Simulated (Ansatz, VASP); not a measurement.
# Mg2Cl3: VASP beside Ansatz

```
Mg Cl
1.0
     4.86332    2.80784    2.82759
    -4.86332    2.80784    2.82759
     0.00000   -5.61568    2.82759
Mg Cl
4 6
Cartesian
  0.0000 2.8078 2.8276
  -2.4317 -1.4039 2.8276
  2.4317 -1.4039 2.8276
  0.0000 0.0000 0.0000
  -1.9382 1.1190 3.0579
  0.0000 -2.2380 3.0579
  1.9382 1.1190 3.0579
  1.9382 -1.1190 5.4249
  -1.9382 -1.1190 5.4249
  0.0000 2.2380 5.4249
```

Alike in both runs: functional PBE; k mesh 3 × 3 × 3; occupations gaussian, width 0.1 eV; no spin polarisation.

Ansatz relaxed the structure, and its values are those at the end. VASP's run is a single point on that final structure, the one shown.

|  | VASP | Ansatz |
| --- | --- | --- |
| version | VASP 6.6.1 | Ansatz 0.2.0 |
| potentials or method | VASP PAW PBE potentials, release 64 (Mg, Cl), cutoff 520 eV | scalar-relativistic, plane waves, PAW |
| valence electrons in the cell | 50 | 82 |

VASP gave:

| Property | Result |
| --- | --- |
| gap on the k mesh at the Fermi level (eV) | 0.86 |
| least direct gap on the mesh (eV) | 1.43 |
| pressure (GPa) | -0.4 |
| rms of the force components (eV/Å) | 0.015 |

Task: Which values does Ansatz return?

Result: gap on the k mesh at the Fermi level (eV): 0.86; least direct gap on the mesh (eV): 1.44; pressure (GPa): -0.2; rms of the force components (eV/Å): 0.018.

VASP's potentials hold 50 valence electrons a cell and Ansatz's 82, so a difference there can come from the potentials and not from the codes.
